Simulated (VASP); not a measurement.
A run of VASP 6.6.1 is set up as follows.

File INCAR:

```
PREC = Accurate
ENCUT = 520
EDIFF = 1E-6
ISMEAR = -1
SIGMA = 0.02
LREAL = F
LASPH = T
NELM = 100
ALGO = Normal
ISIF = 2
LWAVE = F
LCHARG = F
GGA = CA
NBANDS = 16
```

KPOINTS

```
regular mesh
0
Gamma
  6 6 6
```

Contents of POSCAR:

```
InP
1.0
    0.0000000000      2.9229189714      2.9229189714
    2.9229189714      0.0000000000      2.9229189714
    2.9229189714      2.9229189714      0.0000000000
In P
1 1
Direct
    0.0000000000      0.0000000000      0.0000000000
    0.2500000000      0.2500000000      0.2500000000
```

Potentials or basis: VASP PAW LDA potentials, release 64 (In_d, P).

The run is started by

```sh
$ cat potpaw_LDA.64/In_d/POTCAR potpaw_LDA.64/P/POTCAR > POTCAR
$ mpirun -np 1 vasp_std > vasp.out
```

(1) Predict the band gap on the k mesh.

(2) Estimate the pressure.

Results:

(1) 0.55 eV, direct.

(2) -0.7 GPa.

Caveat: spin-orbit coupling is left out, which moves the levels of the heavy elements.
